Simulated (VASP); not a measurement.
ZrO2, 3 atoms in the cell. Symmetry: Fm-3m, No. 225, cubic system. Conventional cell: a = 5.089 Å, b = 5.089 Å, c = 5.089 Å, α = 90.00°, β = 90.00°, γ = 90.00°. Within 2.9 Å of Zr (site symmetry m-3m) lie 8 O at 2.20 Å. Within 2.9 Å of O (site symmetry -43m) lie 4 Zr at 2.20 Å and 6 O at 2.54 Å. 

```yaml
Program: VASP 6.6.1
Task: single point
Functional: r2SCAN
Potentials_or_basis: VASP PAW PBE potentials, release 64 (Zr_sv, O)
Cutoff: 660 eV
k_mesh: 8 × 8 × 8
Occupations: gaussian, width 0.01 eV
Spin: no spin polarisation
Dipole_correction: no
Further_INCAR_settings: ALGO = Normal; EDIFF = 1e-06; NBANDS = 19
```

Potentials or basis: VASP PAW PBE potentials, release 64 (Zr_sv, O).

Run with:

```console
$ cat potpaw_PBE.64/Zr_sv/POTCAR potpaw_PBE.64/O/POTCAR > POTCAR
$ cp INCAR.step1 INCAR
$ mpirun -np 1 vasp_std > vasp.out
$ cp INCAR.step2 INCAR
$ mpirun -np 1 vasp_std > vasp.out
```

Hardware: 1 thread of Intel Xeon 8259CL, on a shared host.

Q: Estimate the wall time of this run.

A: Run time: 2.1 min on 1 thread of Intel Xeon 8259CL, on a shared host, peak memory 0.18 GiB. Counts: k points 29.
